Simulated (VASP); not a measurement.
# Zn7S8 (a cell with a defect) in VASP: further runs, part 2 of 2

VASP 6.6.1. Earlier steps stand in the parts before.

**3. Single point, r2SCAN**

File POSCAR:

```
Zn7S8
1.0
    0.0000000000      5.3884039933     -5.3884039933
    5.3884039933      5.3884039933      0.0000000000
    5.3884039933      0.0000000000     -5.3884039933
Zn S
7 8
Direct
    0.0116953335     -0.5116953335      0.5116953335
    0.4883046665      0.0116953335      0.5116953335
    0.4883046665      0.4883046665      0.5116953335
    0.0116953335      0.0116953335      0.9883046665
    0.0116953335      0.4883046665      0.9883046665
    0.4883046665      0.0116953335      0.9883046665
    0.5000000000      0.5000000000      1.0000000000
    0.1210413518      0.1210413518      0.1368759447
    0.1230126312      0.6256624563      0.1256624563
    0.6256624563      0.1230126312      0.1256624563
    0.6256624563      0.6256624563      0.1256624563
    0.1210413518      0.1210413518      0.6210413518
    0.1210413518      0.6368759447      0.6210413518
    0.6368759447      0.1210413518      0.6210413518
    0.6256624563      0.6256624563      0.6230126312
```

File INCAR.step1:

```
PREC = Accurate ; ENCUT = 520
ISMEAR = 0 ; SIGMA = 0.02
LREAL = Auto ; LASPH = True
NELM = 100 ; NBANDS = 79
NELECT = 134.0 ; GGA = PE
ALGO = Normal ; EDIFF = 1E-4
LWAVE = True ; LCHARG = False
```

File INCAR.step2:

```
PREC = Accurate ; ENCUT = 520
EDIFF = 1E-7 ; ISMEAR = 0
SIGMA = 0.02 ; LREAL = Auto
LASPH = True ; NELM = 100
ALGO = Normal ; ISIF = 2
LWAVE = False ; LCHARG = False
METAGGA = R2SCAN ; LMIXTAU = True
NBANDS = 79 ; NELECT = 134.0
ISTART = 1
```

File KPOINTS:

```
regular mesh
0
Gamma
  2 2 2
```

Potentials or basis: VASP PAW PBE potentials, release 64 (Zn, S).

The run is started by

```
cat potpaw_PBE.64/Zn/POTCAR potpaw_PBE.64/S/POTCAR > POTCAR
cp INCAR.step1 INCAR
mpirun -np 1 vasp_std > vasp.out
cp INCAR.step2 INCAR
mpirun -np 1 vasp_std > vasp.out
```

Run time: 5.7 min. Hardware: 1 thread of Intel Xeon 6975P-C (Granite Rapids), shared host; peak memory 0.55 GiB.

The run converged. Its results:

```yaml
Free_energy: -134.1708 eV
Largest_force: 0.024 eV/Å
```

Forces on the atoms (eV/Å):
```
Zn   0.000  0.000 -0.014
Zn   0.014  0.000  0.000
Zn   0.000 -0.014  0.000
Zn   0.000  0.014  0.000
Zn  -0.014  0.000  0.000
Zn   0.000  0.000  0.014
Zn   0.000  0.000  0.000
S    0.014 -0.014 -0.014
S    0.000  0.000  0.000
S    0.000  0.000  0.000
S    0.000  0.000  0.000
S   -0.014 -0.014  0.014
S    0.014  0.014  0.014
S   -0.014  0.014 -0.014
S    0.000  0.000  0.000
```

Levels at points of the mesh, in eV from the Fermi level:
| k point | band 64 | band 65 | band 66 | band 67 | band 68 | band 69 | band 70 | band 71 |
| --- | --- | --- | --- | --- | --- | --- | --- | --- |
| (0.00, 0.00, 0.00) | -1.01 | -0.12 | -0.12 | -0.12 | 2.34 | 3.13 | 3.13 | 3.13 |
| (0.50, 0.00, 0.00) | -0.95 | -0.95 | -0.35 | -0.35 | 3.49 | 3.72 | 4.10 | 4.10 |
| (0.50, 0.50, 0.00) | -1.34 | -1.20 | -0.60 | -0.60 | 4.42 | 4.52 | 4.54 | 4.61 |

Caveat: the k points lie up to 0.50 Å⁻¹ apart; the cell carries a net charge on a neutralising background, which shifts energy and pressure; the cell is charged against a uniform background, so pressure and absolute levels hang on convention; the PAW data sets were made with another functional, which shifts forces and pressure a little.

**4. Single point, r2SCAN**

File POSCAR:

```
Zn7S8
1.0
    0.0000000000      5.3884039933     -5.3884039933
    5.3884039933      5.3884039933      0.0000000000
    5.3884039933      0.0000000000     -5.3884039933
Zn S
7 8
Direct
    0.0116952070     -0.0116952070      0.5116952076
    0.4883047936     -0.0116952070      0.5116952076
    0.4883047936      0.5116952076      0.5116952076
    0.0116952070     -0.0116952070      0.9883047943
    0.0116952070      0.5116952076      0.9883047943
    0.5000000006      0.0000000000      1.0000000012
    0.4883047936      0.5116952076      0.9883047943
    0.1230126770      0.1256624412      0.1256624412
    0.1210414068      0.6210414075      0.1368757801
    0.6256624418      0.1256624412      0.1256624412
    0.6256624418      0.6230126776      0.1256624412
    0.1210414068      0.1368757801      0.6210414075
    0.1210414068      0.6210414075      0.6210414075
    0.6256624418      0.1256624412      0.6230126776
    0.6368757807      0.6210414075      0.6210414075
```

File INCAR.step1:

```
SYSTEM = Zn7S8
PREC = Accurate ; ENCUT = 520
ISMEAR = 0 ; SIGMA = 0.02
LREAL = Auto ; LASPH = .True.
NELM = 80 ; NELECT = 134.0
NBANDS = 79 ; GGA = PE
ALGO = Normal ; EDIFF = 1E-4
LWAVE = .True. ; LCHARG = .False.
```

File INCAR.step2:

```
SYSTEM = Zn7S8
PREC = Accurate ; ENCUT = 520
EDIFF = 1E-6 ; ISMEAR = 0
SIGMA = 0.02 ; LREAL = Auto
LASPH = .True. ; NELM = 80
ALGO = Normal ; ISIF = 2
LWAVE = .False. ; LCHARG = .False.
METAGGA = R2SCAN ; LMIXTAU = .True.
NELECT = 134.0 ; NBANDS = 79
ISTART = 1
```

File KPOINTS:

```
Automatic mesh
0
Gamma
  2 2 2
  0 0 0
```

The run is started by

```
cat potpaw_PBE.64/Zn/POTCAR potpaw_PBE.64/S/POTCAR > POTCAR
cp INCAR.step1 INCAR
mpirun -np 1 vasp_std > vasp.out
cp INCAR.step2 INCAR
mpirun -np 1 vasp_std > vasp.out
```

Wall time 4.8 min (1 thread of Intel Xeon 6975P-C (Granite Rapids), shared host); peak memory 0.54 GiB.

The run converged. Its results:

```yaml
Free_energy: -134.1708 eV
Largest_force: 0.024 eV/Å
```

Forces in eV/Å, atoms in the order of the input:
```
Zn   0.000  0.000 -0.014
Zn   0.000 -0.014  0.000
Zn   0.014  0.000  0.000
Zn  -0.014  0.000  0.000
Zn   0.000  0.014  0.000
Zn   0.000  0.000  0.000
Zn   0.000  0.000  0.014
S    0.000  0.000  0.000
S    0.014 -0.014 -0.014
S    0.000  0.000  0.000
S    0.000  0.000  0.000
S    0.014  0.014  0.014
S   -0.014 -0.014  0.014
S    0.000  0.000  0.000
S   -0.014  0.014 -0.014
```

Levels at points of the mesh, in eV from the Fermi level:
| k point | band 64 | band 65 | band 66 | band 67 | band 68 | band 69 | band 70 | band 71 |
| --- | --- | --- | --- | --- | --- | --- | --- | --- |
| (0.00, 0.00, 0.00) | -1.01 | -0.12 | -0.12 | -0.12 | 2.34 | 3.12 | 3.12 | 3.12 |
| (0.50, 0.00, 0.00) | -0.95 | -0.95 | -0.35 | -0.35 | 3.49 | 3.72 | 4.10 | 4.10 |
| (0.50, 0.50, 0.00) | -1.34 | -1.20 | -0.60 | -0.60 | 4.42 | 4.52 | 4.54 | 4.61 |

Caveat: the k points lie up to 0.50 Å⁻¹ apart; the cell carries a net charge on a neutralising background, which shifts energy and pressure; the cell is charged against a uniform background, so pressure and absolute levels hang on convention; the PAW data sets were made with another functional, which shifts forces and pressure a little.

**5. Single point, r2SCAN**

File POSCAR:

```
Zn7S8
1.0
    0.0000000000      5.3884039933     -5.3884039933
    5.3884039933      5.3884039933      0.0000000000
    5.3884039933      0.0000000000     -5.3884039933
Zn S
7 8
Direct
    0.0116952998     -0.5116953004      0.5116953004
    0.4883047008      0.0116952998      0.5116953004
    0.4883047008      0.4883047008      0.5116953004
    0.0116952998      0.0116952998      0.9883047015
    0.0116952998      0.4883047008      0.9883047015
    0.4883047008      0.0116952998      0.9883047015
    0.5000000006      0.5000000006      1.0000000012
    0.1210413141      0.1210413141      0.1368760585
    0.1230126770      0.6256624418      0.1256624412
    0.6256624418      0.1230126770      0.1256624412
    0.6256624418      0.6256624418      0.1256624412
    0.1210413141      0.1210413141      0.6210413147
    0.1210413141      0.6368760591      0.6210413147
    0.6368760591      0.1210413141      0.6210413147
    0.6256624418      0.6256624418      0.6230126776
```

File INCAR.step1:

```
PREC = Accurate
ENCUT = 520
ISMEAR = 0
SIGMA = 0.02
LREAL = Auto
LASPH = True
NELM = 100
NELECT = 134.0
NBANDS = 79
GGA = PE
ALGO = Normal
EDIFF = 1E-4
LWAVE = True
LCHARG = False
```

File INCAR.step2:

```
PREC = Accurate
ENCUT = 520
EDIFF = 1E-7
ISMEAR = 0
SIGMA = 0.02
LREAL = Auto
LASPH = True
NELM = 100
ALGO = Normal
ISIF = 2
LWAVE = False
LCHARG = True
METAGGA = R2SCAN
LMIXTAU = True
LELF = True
LVHAR = True
NELECT = 134.0
NBANDS = 79
ISTART = 1
```

File KPOINTS:

```
regular mesh
0
Gamma
  2 2 2
```

The run is started by

```
cat potpaw_PBE.64/Zn/POTCAR potpaw_PBE.64/S/POTCAR > POTCAR
cp INCAR.step1 INCAR
mpirun -np 1 vasp_std > vasp.out
cp INCAR.step2 INCAR
mpirun -np 1 vasp_std > vasp.out
```

It took 5.3 min on 1 thread of Intel Xeon 6975P-C (Granite Rapids), shared host; peak memory 0.55 GiB.

Results (log left out):

- Free energy: -134.1708 eV
- Largest force: 0.024 eV/Å

Forces on the atoms (eV/Å):
```
Zn   0.000  0.000 -0.014
Zn   0.014  0.000  0.000
Zn   0.000 -0.014  0.000
Zn   0.000  0.014  0.000
Zn  -0.014  0.000  0.000
Zn   0.000  0.000  0.014
Zn   0.000  0.000  0.000
S    0.014 -0.014 -0.014
S    0.000  0.000  0.000
S    0.000  0.000  0.000
S    0.000  0.000  0.000
S   -0.014 -0.014  0.014
S    0.014  0.014  0.014
S   -0.014  0.014 -0.014
S    0.000  0.000  0.000
```

Levels at points of the mesh, in eV from the Fermi level:
```csv
k point,band 64,band 65,band 66,band 67,band 68,band 69,band 70,band 71
"(0.00, 0.00, 0.00)",-1.01,-0.12,-0.12,-0.12,2.34,3.13,3.13,3.13
"(0.50, 0.00, 0.00)",-0.95,-0.95,-0.35,-0.35,3.49,3.72,4.10,4.10
"(0.50, 0.50, 0.00)",-1.34,-1.20,-0.60,-0.60,4.42,4.52,4.54,4.61
```

Caveat: the k points lie up to 0.50 Å⁻¹ apart; the cell carries a net charge on a neutralising background, which shifts energy and pressure; the cell is charged against a uniform background, so pressure and absolute levels hang on convention; the PAW data sets were made with another functional, which shifts forces and pressure a little.
